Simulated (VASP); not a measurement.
Here is a VASP 6.6.1 calculation.

Contents of INCAR:

```
SYSTEM = Co
ALGO = Normal
EDIFF = 1E-6
ENCUT = 520
GGA = PS
ISIF = 2
ISMEAR = -1
ISPIN = 2
LASPH = .TRUE.
LCHARG = .FALSE.
LMAXMIX = 4
LORBIT = 11
LREAL = .FALSE.
LWAVE = .FALSE.
MAGMOM = 2 2
NBANDS = 20
NELM = 150
PREC = Accurate
SIGMA = 0.05
```

The input KPOINTS:

```
k-points
0
G
  19 19 10
  0 0 0
```

POSCAR

```
Co
1.0
    2.5684055861      0.0000000000      0.0000000000
   -1.2842027931      2.2243044849      0.0000000000
    0.0000000000      0.0000000000      4.1712360565
Co
2
Direct
    0.3333333333      0.6666666667      0.2500000000
    0.6666666667      0.3333333333      0.7500000000
```

Potentials or basis: VASP PAW PBE potentials, release 64 (Co).

Command:

```bash
$ cat potpaw_PBE.64/Co/POTCAR > POTCAR
$ mpirun -np 1 vasp_std > vasp.out
```

Problem. Estimate the net moment.

Solution. 3.36 μB per cell.

Problem. What does it give for the pressure?

Solution. -24.5 GPa.

Stress tensor (GPa, compression positive):
```
-24.23   0.00   0.00
  0.00 -24.23   0.00
  0.00   0.00 -25.05
```

Caveat: the cell stands under tension; the PAW data sets were made with another functional, which shifts forces and pressure a little.
